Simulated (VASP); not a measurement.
# Lu (Fd-3m) in VASP: notebook

Runs on Lu. Level: revPBE. Tasks: single point.

Everything below comes from runs of VASP 6.6.1. Logs are shortened: lines on timing, memory, paths and dates and some standing lists are left out, and cuts for length are marked.

## 1. The cell of the first run

Symmetry: Fd-3m, No. 227, cubic system. The conventional cell has a = 7.207 Å, b = 7.207 Å, c = 7.207 Å, α = 90.00°, β = 90.00°, γ = 90.00°. Lu (site symmetry -43m) has 4 Lu at 3.12 Å within 4.1 Å.

## 2. Single point, revPBE (volume scaled by 0.88)

File INCAR:

```
SYSTEM = Lu
ALGO = Normal ; EDIFF = 1E-7
ENCUT = 520 ; GGA = RE
ISIF = 2 ; ISMEAR = -1
LASPH = .TRUE. ; LCHARG = .FALSE.
LREAL = .FALSE. ; LWAVE = .FALSE.
NBANDS = 32 ; NELM = 80
PREC = Accurate ; SIGMA = 0.1
```

File KPOINTS:

```
k-points
0
G
  8 8 8
  0 0 0
```

File POSCAR:

```
Lu
1.0
    0.0000000000      3.6037118453      3.6037118453
    3.6037118453      0.0000000000      3.6037118453
    3.6037118453      3.6037118453      0.0000000000
Lu
2
Direct
    0.1250000000      0.1250000000      0.1250000000
    0.8750000000      0.8750000000      0.8750000000
```

Potentials or basis: VASP PAW PBE potentials, release 64 (Lu).

On the command line:

```console
cat potpaw_PBE.64/Lu/POTCAR > POTCAR
mpirun -np 1 vasp_std > vasp.out
```

OUTCAR:

```text
SYSTEM = Lu
   EDIFF = 1E-7
   ENCUT = 520
   GGA = RE
   ISIF = 2
   ISMEAR = -1
   LASPH = .TRUE.
   LREAL = .FALSE.
   NELM = 80
   PREC = Accurate

 ion  position               nearest neighbor table
   1  0.125  0.125  0.125-   2 3.12   2 3.12   2 3.12   2 3.12
   2  0.875  0.875  0.875-   1 3.12   1 3.12   1 3.12   1 3.12

  LATTYP: Found a face centered cubic cell.
 ALAT       =     7.2074236906

  Lattice vectors:

 A1 = (   0.0000000000,   3.6037118453,   3.6037118453)
 A2 = (   3.6037118453,   0.0000000000,   3.6037118453)
 A3 = (   3.6037118453,   3.6037118453,   0.0000000000)

Analysis of symmetry for initial positions (statically):
=====================================================================
 Subroutine PRICEL returns:
 Original cell was already a primitive cell.

 Routine SETGRP: Setting up the symmetry group for a
 face centered cubic supercell.

 Subroutine GETGRP returns: Found 48 space group operations
 (whereof 12 operations were pure point group operations)
 out of a pool of 48 trial point group operations.

The static configuration has the point symmetry D_3d.
 The point group associated with its full space group is O_h .

Analysis of symmetry for dynamics (positions and initial velocities):
=====================================================================
 Subroutine PRICEL returns:
 Original cell was already a primitive cell.

 Routine SETGRP: Setting up the symmetry group for a
 face centered cubic supercell.

 Subroutine GETGRP returns: Found 48 space group operations
 (whereof 12 operations were pure point group operations)
 out of a pool of 48 trial point group operations.

The dynamic configuration has the point symmetry D_3d.
 The point group associated with its full space group is O_h .

 Subroutine INISYM returns: Found 48 space group operations
 (whereof 12 operations are pure point group operations),
 and found     1 'primitive' translations

----------------------------------------------------------------------------------------

                                     Primitive cell

  volume of cell :      93.6009

  direct lattice vectors                    reciprocal lattice vectors
     0.000000000  3.603711845  3.603711845    -0.138745832  0.138745832  0.138745832
     3.603711845  0.000000000  3.603711845     0.138745832 -0.138745832  0.138745832
     3.603711845  3.603711845  0.000000000     0.138745832  0.138745832 -0.138745832

  length of vectors
[... 80 lines left out ...]
   ENCUT  =  520.0 eV  38.22 Ry    6.18 a.u.   9.48  9.48  9.48*2*pi/ulx,y,z
   NELM   =     80;   NELMIN=  2; NELMDL= -5     # of ELM steps
   EDIFF  = 0.1E-06   stopping-criterion for ELM
   LREAL  =      F    real-space projection
   EDIFFG = 0.1E-05   stopping-criterion for IOM
   NSW    =      0    number of steps for IOM
   IBRION =     -1    ionic relax: 0-MD 1-quasi-New 2-CG
   NFREE  =      0    steps in history (QN), initial steepest desc. (CG)
   ISIF   =      2    stress and relaxation
   ISYM   =      2    0-nonsym 1-usesym 2-fastsym
   POTIM  = 0.5000    time-step for ionic-motion
   TEBEG  =    0.0;   TEEND  =   0.0 temperature during run
   PSTRESS=    0.0 pullay stress
   NELECT =      50.0000    total number of electrons
   NUPDOWN=      -1.0000    fix difference up-down
   EMIN   =  10.00;   EMAX   =-10.00  energy-range for DOS
   EFERMI =   0.00;   METHOD = LEGACY
   ISMEAR =    -1;   SIGMA  =   0.10  broadening in eV -4-tet -1-fermi 0-gaus
   EFERMI_NEDOS =   21; number of points for ismear=-14 and -15
   IALGO  =     38    algorithm
   IMIX   =      4    mixing-type and parameters
     AMIX     =   0.40;   BMIX     =  1.00
     AMIX_MAG =   1.60;   BMIX_MAG =  1.00
  volume/ion in A,a.u.               =      46.80       315.83
  Fermi-wavevector in a.u.,A,eV,Ry     =   1.328326  2.510173 24.006811  1.764451
  Thomas-Fermi vector in A             =   2.457572
   LORBIT       =      0    0 simple, 1 ext, 2 COOP (PROOUT), +10 PAW based schemes
   GGA     = RE    functional components
   LHFCALC =     F    Hartree Fock is set to
   AEXX    =    0.0000 exact exchange contribution
   IVDW    =     0    specifies the selected vdW correction
   LEPSILON=     F    determine dielectric tensor
   LRPA    =     F    only Hartree local field effects (RPA)
 non-spin polarized calculation
  energy-cutoff  :      520.00
  volume of cell :       93.60
 maximum number of plane-waves:      2565
 NGX is ok and might be reduce to    40
   NGX = 19   NGY = 19   NGZ = 19

 number of electron      50.0000007 magnetization

 Free energy of the ion-electron system (eV)
  ---------------------------------------------------
  ext. energy  EPLUGINS =         0.00000000
  ---------------------------------------------------
  free energy    TOTEN  =        -4.58879568 eV

  energy without entropy =       -4.43999164  energy(sigma->0) =       -4.51439366

 E-fermi :   0.2761     XC(G=0):  -8.3176

 val. band max:        0.2625562948   @ k =  -0.3750   0.2500   0.0000
 cond. band min:       0.3076011083   @ k =  -0.2500   0.1250   0.0000
 fundamental gap:      0.0450448135
 Fermi energy:         0.2761474224

 k-point     1 :       0.0000    0.0000    0.0000
  band No.  band energies     occupation
      1     -56.8928      2.00000
      2     -56.8206      2.00000
      3     -27.6636      2.00000
      4     -27.6636      2.00000
      5     -27.6636      2.00000
      6     -27.3278      2.00000
[... 829 lines left out ...]
     31       2.9336      0.00000
     32       4.1468      0.00000

 [... further k-points ...]

------------------------ aborting loop because EDIFF is reached ----------------------------------------

  FORCE on cell =-STRESS in cart. coord.  units (eV):
  Direction    XX          YY          ZZ          XY          YZ          ZX
  --------------------------------------------------------------------------------------
  -------------------------------------------------------------------------------------
  Total        1.0260452      1.0260452      1.0260452     -0.0000000      0.0000000      0.0000000
  in kB       17.5629277     17.5629277     17.5629277     -0.0000000      0.0000000      0.0000000
  external PRESSURE =      17.5629277 kB  Pullay stress =       0.0000000 kB

 VOLUME and BASIS-vectors are now :
 -----------------------------------------------------------------------------
  energy-cutoff  :      520.00
  volume of cell :       93.60
      direct lattice vectors                 reciprocal lattice vectors
     0.000000000  3.603711845  3.603711845    -0.138745832  0.138745832  0.138745832
     3.603711845  0.000000000  3.603711845     0.138745832 -0.138745832  0.138745832
     3.603711845  3.603711845  0.000000000     0.138745832  0.138745832 -0.138745832

 POSITION                                       TOTAL-FORCE (eV/Angst)
 -----------------------------------------------------------------------------------
      0.90093      0.90093      0.90093         0.000000     -0.000000      0.000000
      6.30650      6.30650      6.30650        -0.000000      0.000000     -0.000000
 -----------------------------------------------------------------------------------
    total drift:                                0.000000      0.000000     -0.000000

  FREE ENERGIE OF THE ION-ELECTRON SYSTEM (eV)
  ---------------------------------------------------
  free  energy   TOTEN  =        -4.5887956796 eV

  energy  without entropy=       -4.4399916387  energy(sigma->0) =       -4.51439366
```

OSZICAR:

```text
N       E                     dE             d eps       ncg     rms          rms(c)
DAV:   1     0.294088201513E+03    0.29409E+03   -0.20104E+04  2640   0.495E+03
DAV:   2     0.326613484467E+02   -0.26143E+03   -0.25293E+03  2064   0.610E+02
DAV:   3     0.538803255877E-01   -0.32607E+02   -0.31780E+02  2648   0.126E+02
DAV:   4    -0.449263160205E+01   -0.45465E+01   -0.43037E+01  2816   0.302E+01
DAV:   5    -0.465730334535E+01   -0.16467E+00   -0.16432E+00  2872   0.583E+00    0.287E+00
DAV:   6    -0.459399620973E+01    0.63307E-01   -0.27048E-01  3072   0.453E+00    0.118E+00
DAV:   7    -0.458586542304E+01    0.81308E-02   -0.58234E-02  3016   0.111E+00    0.274E-01
DAV:   8    -0.458777011600E+01   -0.19047E-02   -0.71146E-03  2784   0.702E-01    0.143E-01
DAV:   9    -0.458878035130E+01   -0.10102E-02   -0.18249E-03  2496   0.221E-01    0.191E-02
DAV:  10    -0.458879662025E+01   -0.16269E-04   -0.26900E-04  2720   0.764E-02    0.273E-02
DAV:  11    -0.458879905904E+01   -0.24388E-05   -0.88192E-05  2528   0.536E-02    0.227E-02
DAV:  12    -0.458879554401E+01    0.35150E-05   -0.15313E-05  2608   0.338E-02    0.111E-03
DAV:  13    -0.458879526249E+01    0.28152E-06   -0.47967E-07  2328   0.485E-03    0.133E-03
DAV:  14    -0.458879560713E+01   -0.34464E-06   -0.14624E-07  1600   0.368E-03    0.586E-04
DAV:  15    -0.458879567963E+01   -0.72499E-07   -0.19621E-08  1272   0.933E-04
   1 F= -.45887957E+01 E0= -.45143937E+01  d E =-.148804E+00
```

stdout:

```text
POSCAR found type information on POSCAR Lu
 POSCAR found :  1 types and       2 ions
 scaLAPACK will be used
 -----------------------------------------------------------------------------
|                                                                             |
|                                                                             |
|     You enforced a specific xc type in the INCAR file but a different       |
|     I HOPE YOU KNOW WHAT YOU ARE DOING!                                     |
|                                                                             |
 -----------------------------------------------------------------------------

 LDA part: xc-table for (Slater+PW92), standard interpolation
 POSCAR, INCAR and KPOINTS ok, starting setup
 FFT: planning ... GRIDC
 FFT: planning ... GRID_SOFT
 FFT: planning ... GRID
 WAVECAR not read
 entering main loop
```

It took 46 s on 1 thread of Intel Xeon Platinum 8559C (Emerald Rapids), shared host; peak memory 0.27 GiB.

What came out:

* Free energy: -4.5888 eV
* Pressure: 1.8 GPa
* Band gap on the k mesh: zero (band 25 reaches 0.83 eV, above the bottom of band 26 at -0.35 eV)

Caveat: the PAW data sets were made with another functional, which shifts forces and pressure a little; spin-orbit coupling is left out, which moves the levels of the heavy elements.

[end of part 1 of 3]
